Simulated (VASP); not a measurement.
Input of a VASP 6.6.1 run:

INCAR

```
PREC = Accurate
ENCUT = 520
EDIFF = 1E-6
ISMEAR = -1
SIGMA = 0.06122561905347299
LREAL = False
LASPH = True
NELM = 80
ALGO = Normal
ISIF = 2
LWAVE = False
LCHARG = True
GGA = PE
LELF = True
LVHAR = True
NBANDS = 16
```

File KPOINTS:

```
Automatic mesh
0
Gamma
  15 15 15
```

Contents of POSCAR:

```
CuO
1.0
    0.0000000000      2.1634561448      2.1634561448
    2.1634561448      0.0000000000      2.1634561448
    2.1634561448      2.1634561448      0.0000000000
Cu O
1 1
Direct
    0.0000000000      0.0000000000      0.0000000000
    0.5000000000      0.5000000000      0.5000000000
```

Potentials or basis: VASP PAW PBE potentials, release 64 (Cu, O).

Run with:

```bash
$ cat potpaw_PBE.64/Cu/POTCAR potpaw_PBE.64/O/POTCAR > POTCAR
$ mpirun -np 1 vasp_std > vasp.out
```

(1) Estimate the pressure.

(2) Estimate the band gap on the k mesh.

Results:

(1) -8.8 GPa.

(2) zero (an odd number of electrons rules out a gap without spin polarisation).

Caveat: the cell stands under tension; an odd number of electrons without spin polarisation forces a metal; a magnetic or distorted state may lie lower; semilocal functionals often make such compounds metallic where correlation or magnetic order opens a gap, which also shifts bond lengths.
